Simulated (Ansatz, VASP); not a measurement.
# Al2Cu in VASP and in Ansatz

```xyz
6
Lattice="-3.0335 3.0335 2.4385 3.0335 -3.0335 2.4385 3.0335 3.0335 -2.4385" Properties=species:S:1:pos:R:3 pbc="T T T"
Cu    0.0000    0.0000    1.2192
Cu    0.0000    0.0000    3.6578
Al    0.9592    2.0743    0.0000
Al   -0.9592    2.0743    2.4385
Al    2.0743    0.9592    2.4385
Al    3.9927    0.9592    0.0000
```

Alike in both runs: task single point; functional PBEsol; k mesh 7 × 7 × 7; occupations fermi-dirac, width 0.05 eV; no spin polarisation.

|  | VASP | Ansatz |
| --- | --- | --- |
| version | VASP 6.6.1 | Ansatz 0.2.0 |
| potentials or method | VASP PAW PBE potentials, release 64 (Cu, Al), cutoff 520 eV | all-electron LAPW, scalar-relativistic |

|  | VASP | Ansatz | Ansatz less VASP |
| --- | --- | --- | --- |
| gap on the k mesh at the Fermi level (eV) | none | none | - |
| pressure (GPa) | -3.3 | -3.5 | -0.18 |
| traceless stress, the component that is largest in VASP (GPa) | 0.15 | 0.15 | -0.002 |
| rms of the force components (eV/Å) | 0.031 | 0.033 | +0.0015 |

VASP's potentials were made for PBE, not for PBEsol. Atom by atom the forces differ by 0.002 eV/Å (rms over components). A gap of «none» marks a metal or a gap that the smearing closes. Ansatz ran all-electron here, and VASP with PAW potentials.
